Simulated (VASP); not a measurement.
# TiN (Fm-3m) in VASP: single point with r2SCAN

Aim: the single point of TiN with r2SCAN.

Everything below comes from runs of VASP 6.6.1. Logs are shortened: lines on timing, memory, paths and dates and some standing lists are left out, and cuts for length are marked.

### Step 1. The cell of the first run

It takes space group Fm-3m (No. 225, cubic). The conventional cell has a = 4.238 Å, b = 4.238 Å, c = 4.238 Å, α = 90.00°, β = 90.00°, γ = 90.00°. Within 2.8 Å of Ti (site symmetry m-3m) lie 6 N at 2.12 Å. Within 2.8 Å of N (site symmetry m-3m) lie 6 Ti at 2.12 Å.

### Step 2. Single point, r2SCAN

Contents of POSCAR:

```
TiN
1.0
    0.0000000000      2.1190000000      2.1190000000
    2.1190000000      0.0000000000      2.1190000000
    2.1190000000      2.1190000000      0.0000000000
Ti N
1 1
Direct
    0.0000000000      0.0000000000      0.0000000000
    0.5000000000      0.5000000000      0.5000000000
```

Contents of INCAR.step1:

```
SYSTEM = TiN
ALGO = Normal
EDIFF = 1E-4
ENCUT = 520
GGA = PE
ISMEAR = 1
LASPH = .TRUE.
LCHARG = .FALSE.
LREAL = .FALSE.
LWAVE = .TRUE.
NBANDS = 16
NELM = 100
PREC = Accurate
SIGMA = 0.1
```

Contents of INCAR.step2:

```
SYSTEM = TiN
ALGO = Normal
EDIFF = 1E-7
ENCUT = 520
ISIF = 2
ISMEAR = 1
ISTART = 1
LASPH = .TRUE.
LCHARG = .FALSE.
LMIXTAU = .TRUE.
LREAL = .FALSE.
LWAVE = .FALSE.
METAGGA = R2SCAN
NBANDS = 16
NELM = 100
PREC = Accurate
SIGMA = 0.1
```

Contents of KPOINTS:

```
k-points
0
G
  9 9 9
  0 0 0
```

Potentials or basis: VASP PAW PBE potentials, release 64 (Ti_sv, N).

The run is started by

```bash
cat potpaw_PBE.64/Ti_sv/POTCAR potpaw_PBE.64/N/POTCAR > POTCAR
cp INCAR.step1 INCAR
mpirun -np 1 vasp_std > vasp.out
cp INCAR.step2 INCAR
mpirun -np 1 vasp_std > vasp.out
```

OUTCAR:

```text
SYSTEM = TiN
   EDIFF = 1E-7
   ENCUT = 520
   ISIF = 2
   ISMEAR = 1
   ISTART = 1
   LASPH = .TRUE.
   LREAL = .FALSE.
   METAGGA = R2SCAN
   NELM = 100
   PREC = Accurate

 ion  position               nearest neighbor table
   1  0.000  0.000  0.000-   2 2.12   2 2.12   2 2.12   2 2.12   2 2.12   2 2.12
   2  0.500  0.500  0.500-   1 2.12   1 2.12   1 2.12   1 2.12   1 2.12   1 2.12

  LATTYP: Found a face centered cubic cell.
 ALAT       =     4.2380000000

  Lattice vectors:

 A1 = (   0.0000000000,   2.1190000000,   2.1190000000)
 A2 = (   2.1190000000,   0.0000000000,   2.1190000000)
 A3 = (   2.1190000000,   2.1190000000,   0.0000000000)

Analysis of symmetry for initial positions (statically):
=====================================================================
 Subroutine PRICEL returns:
 Original cell was already a primitive cell.

 Routine SETGRP: Setting up the symmetry group for a
 face centered cubic supercell.

 Subroutine GETGRP returns: Found 48 space group operations
 (whereof 48 operations were pure point group operations)
 out of a pool of 48 trial point group operations.

The static configuration has the point symmetry O_h .

Analysis of symmetry for dynamics (positions and initial velocities):
=====================================================================
 Subroutine PRICEL returns:
 Original cell was already a primitive cell.

 Routine SETGRP: Setting up the symmetry group for a
 face centered cubic supercell.

 Subroutine GETGRP returns: Found 48 space group operations
 (whereof 48 operations were pure point group operations)
 out of a pool of 48 trial point group operations.

The dynamic configuration has the point symmetry O_h .

 Subroutine INISYM returns: Found 48 space group operations
 (whereof 48 operations are pure point group operations),
 and found     1 'primitive' translations

----------------------------------------------------------------------------------------

                                     Primitive cell

  volume of cell :      19.0293

  direct lattice vectors                    reciprocal lattice vectors
     0.000000000  2.119000000  2.119000000    -0.235960359  0.235960359  0.235960359
     2.119000000  0.000000000  2.119000000     0.235960359 -0.235960359  0.235960359
     2.119000000  2.119000000  0.000000000     0.235960359  0.235960359 -0.235960359

  length of vectors
     2.996718539  2.996718539  2.996718539     0.408695330  0.408695330  0.408695330

  position of ions in fractional coordinates (direct lattice)
     0.000000000  0.000000000  0.000000000
     0.500000000  0.500000000  0.500000000

  ion indices of the primitive-cell ions
   primitive index   ion index
                 1           1
                 2           2

----------------------------------------------------------------------------------------

 KPOINTS: k-points

Automatic generation of k-mesh.
 Grid dimensions read from file:
 generate k-points for:    9    9    9

 Generating k-lattice:

  Cartesian coordinates                     Fractional coordinates (reciprocal lattice)
    -0.026217818  0.026217818  0.026217818     0.111111111  0.000000000  0.000000000
     0.026217818 -0.026217818  0.026217818     0.000000000  0.111111111  0.000000000
     0.026217818  0.026217818 -0.026217818     0.000000000  0.000000000  0.111111111

  Length of vectors
     0.045410592  0.045410592  0.045410592

  Shift w.r.t. Gamma in fractional coordinates (k-lattice)
     0.000000000  0.000000000  0.000000000

 Subroutine IBZKPT returns following result:
 ===========================================

 Found     35 irreducible k-points:

 Following reciprocal coordinates:
            Coordinates               Weight
  0.000000  0.000000  0.000000      1.000000
  0.111111  0.000000  0.000000      8.000000
  0.222222  0.000000  0.000000      8.000000
  0.333333  0.000000  0.000000      8.000000
  0.444444  0.000000  0.000000      8.000000
  0.111111  0.111111  0.000000      6.000000
[... 16 lines left out ...]
 -0.333333  0.333333  0.000000     12.000000
  0.444444  0.444444  0.000000      6.000000
 [... further k-points ...]
   k-points           NKPTS =     35   k-points in BZ     NKDIM =     35   number of bands    NBANDS=     16
   number of dos      NEDOS =    301   number of ions     NIONS =      2
   total plane-waves  NPLWV =  13824
   dimension x,y,z NGX =    24 NGY =   24 NGZ =   24
   dimension x,y,z NGXF=    48 NGYF=   48 NGZF=   48
   ions per type =               1   1
   NGX,Y,Z   is equivalent  to a cutoff of  13.31, 13.31, 13.31 a.u.
   NGXF,Y,Z  is equivalent  to a cutoff of  26.63, 26.63, 26.63 a.u.
 SYSTEM =  TiN
   PREC   = accura    normal or accurate (medium, high low for compatibility)
   ISTART =      1    job   : 0-new  1-cont  2-samecut
   ICHARG =      0    charge: 1-file 2-atom 10-const
   ISPIN  =      1    spin polarized calculation?
   LNONCOLLINEAR =      F non collinear calculations
   LSORBIT =      F    spin-orbit coupling
   LASPH  =      T    aspherical Exc in radial PAW
   ENCUT  =  520.0 eV  38.22 Ry    6.18 a.u.   5.57  5.57  5.57*2*pi/ulx,y,z
   NELM   =    100;   NELMIN=  2; NELMDL=  0     # of ELM steps
   EDIFF  = 0.1E-06   stopping-criterion for ELM
   LREAL  =      F    real-space projection
   EDIFFG = 0.1E-05   stopping-criterion for IOM
   NSW    =      0    number of steps for IOM
   IBRION =     -1    ionic relax: 0-MD 1-quasi-New 2-CG
   NFREE  =      0    steps in history (QN), initial steepest desc. (CG)
   ISIF   =      2    stress and relaxation
   ISYM   =      2    0-nonsym 1-usesym 2-fastsym
   POTIM  = 0.5000    time-step for ionic-motion
   TEBEG  =    0.0;   TEEND  =   0.0 temperature during run
   PSTRESS=    0.0 pullay stress
   NELECT =      17.0000    total number of electrons
   NUPDOWN=      -1.0000    fix difference up-down
   EMIN   =  10.00;   EMAX   =-10.00  energy-range for DOS
   EFERMI =   0.00;   METHOD = LEGACY
   ISMEAR =     1;   SIGMA  =   0.10  broadening in eV -4-tet -1-fermi 0-gaus
   EFERMI_NEDOS =   21; number of points for ismear=-14 and -15
   IALGO  =     38    algorithm
   IMIX   =      4    mixing-type and parameters
     AMIX     =   0.40;   BMIX     =  1.00
     AMIX_MAG =   1.60;   BMIX_MAG =  1.00
  volume/ion in A,a.u.               =       9.51        64.21
  Fermi-wavevector in a.u.,A,eV,Ry     =   1.576704  2.979539 33.824024  2.485996
  Thomas-Fermi vector in A             =   2.677497
   LORBIT       =      0    0 simple, 1 ext, 2 COOP (PROOUT), +10 PAW based schemes
   METAGGA = R2SCAN    functional components
   LHFCALC =     F    Hartree Fock is set to
   AEXX    =    0.0000 exact exchange contribution
   IVDW    =     0    specifies the selected vdW correction
   LEPSILON=     F    determine dielectric tensor
   LRPA    =     F    only Hartree local field effects (RPA)
 non-spin polarized calculation
 Methfessel and Paxton  Order N= 1 SIGMA  =   0.10
  energy-cutoff  :      520.00
  volume of cell :       19.03
 maximum number of plane-waves:       531
   NGX = 11   NGY = 11   NGZ = 11

 number of electron      17.0000002 magnetization

 Free energy of the ion-electron system (eV)
  ---------------------------------------------------
  ext. energy  EPLUGINS =         0.00000000
  ---------------------------------------------------
  free energy    TOTEN  =       -26.02033589 eV

  energy without entropy =      -26.02043849  energy(sigma->0) =      -26.02037009

 E-fermi :  11.6309     XC(G=0): -13.8941

 val. band max:       11.5683035508   @ k =   0.1111   0.0000   0.0000
 cond. band min:      11.6985574679   @ k =   0.4444   0.2222   0.1111
 fundamental gap:      0.1302539171
 Fermi energy:        11.6309035922

 k-point     1 :       0.0000    0.0000    0.0000
  band No.  band energies     occupation
      1     -48.6843      2.00000
      2     -23.6190      2.00000
      3     -23.6189      2.00000
      4     -23.6189      2.00000
      5      -6.5867      2.00000
      6       9.3030      2.00000
[... 8 lines left out ...]
     15      25.5654      0.00000
     16      32.0070      0.00000

 k-point     2 :       0.1111    0.0000    0.0000
  band No.  band energies     occupation
      1     -48.6728      2.00000
      2     -23.7006      2.00000
      3     -23.6254      2.00000
      4     -23.6253      2.00000
      5      -6.3477      2.00000
      6       8.1628      2.00000
[... 8 lines left out ...]
     15      25.6370      0.00000
     16      31.6621      0.00000

 k-point     3 :       0.2222    0.0000    0.0000
  band No.  band energies     occupation
      1     -48.6435      2.00000
      2     -23.9026      2.00000
      3     -23.6416      2.00000
      4     -23.6415      2.00000
      5      -5.7053      2.00000
      6       6.2275      2.00000
[... 8 lines left out ...]
     15      25.2774      0.00000
     16      30.3222      0.00000

 k-point     4 :       0.3333    0.0000    0.0000
  band No.  band energies     occupation
      1     -48.6099      2.00000
      2     -24.1248      2.00000
      3     -23.6599      2.00000
      4     -23.6598      2.00000
      5      -4.8767      2.00000
      6       4.4445      2.00000
[... 8 lines left out ...]
     15      25.3019      0.00000
     16      28.3864      0.00000
[... 324 lines left out ...]
 k-point    22 :      -0.4444    0.3333    0.0000
  band No.  band energies     occupation
      1     -48.5577      2.00000
      2     -24.1012      2.00000
      3     -23.9232      2.00000
      4     -23.7785      2.00000
      5      -4.8466      2.00000
      6       5.2253      2.00000
[... 8 lines left out ...]
     15      24.6649      0.00000
     16      25.2286      0.00000

 k-point    23 :      -0.3333    0.3333    0.0000
  band No.  band energies     occupation
      1     -48.5609      2.00000
      2     -24.0489      2.00000
      3     -24.0026      2.00000
      4     -23.7391      2.00000
      5      -4.6074      2.00000
      6       4.7512      2.00000
[... 8 lines left out ...]
     15      23.8543      0.00000
     16      25.7067      0.00000

 k-point    24 :       0.4444    0.4444    0.0000
  band No.  band energies     occupation
      1     -48.5572      2.00000
      2     -24.1468      2.00000
      3     -23.8214      2.00000
      4     -23.8214      2.00000
      5      -5.2130      2.00000
      6       5.2906      2.00000
[... 8 lines left out ...]
     15      24.5461      0.00000
     16      26.5290      0.00000

 [... further k-points ...]

------------------------ aborting loop because EDIFF is reached ----------------------------------------

  FORCE on cell =-STRESS in cart. coord.  units (eV):
  Direction    XX          YY          ZZ          XY          YZ          ZX
  --------------------------------------------------------------------------------------
  -------------------------------------------------------------------------------------
  Total        0.0343181      0.0343181      0.0343181     -0.0000000     -0.0000000      0.0000000
  in kB        2.8894180      2.8894180      2.8894180     -0.0000000     -0.0000000      0.0000000
  external PRESSURE =       2.8894180 kB  Pullay stress =       0.0000000 kB

 VOLUME and BASIS-vectors are now :
 -----------------------------------------------------------------------------
  energy-cutoff  :      520.00
  volume of cell :       19.03
      direct lattice vectors                 reciprocal lattice vectors
     0.000000000  2.119000000  2.119000000    -0.235960359  0.235960359  0.235960359
     2.119000000  0.000000000  2.119000000     0.235960359 -0.235960359  0.235960359
     2.119000000  2.119000000  0.000000000     0.235960359  0.235960359 -0.235960359

 POSITION                                       TOTAL-FORCE (eV/Angst)
 -----------------------------------------------------------------------------------
      0.00000      0.00000      0.00000        -0.000000      0.000000     -0.000000
      2.11900      2.11900      2.11900         0.000000     -0.000000      0.000000
 -----------------------------------------------------------------------------------
    total drift:                                0.000000     -0.000000     -0.000000

  FREE ENERGIE OF THE ION-ELECTRON SYSTEM (eV)
  ---------------------------------------------------
  free  energy   TOTEN  =       -26.0203358862 eV

  energy  without entropy=      -26.0204384892  energy(sigma->0) =      -26.02037009
```

Run time: 40 s. Hardware: 1 thread of Intel Xeon Platinum 8259CL at 2.50GHz (Skylake/Cascade Lake), shared host; peak memory 0.15 GiB.

Results:

```yaml
Free_energy: -26.0203 eV
Pressure: 0.3 GPa
Band_gap_on_the_k_mesh: zero (an odd number of electrons rules out a gap without spin polarisation)
```

Caveat: the PAW data sets were made with another functional, which shifts forces and pressure a little; an odd number of electrons without spin polarisation forces a metal; a magnetic or distorted state may lie lower.

The gap in the log of VASP goes by the Fermi energy; the results here count the filled bands.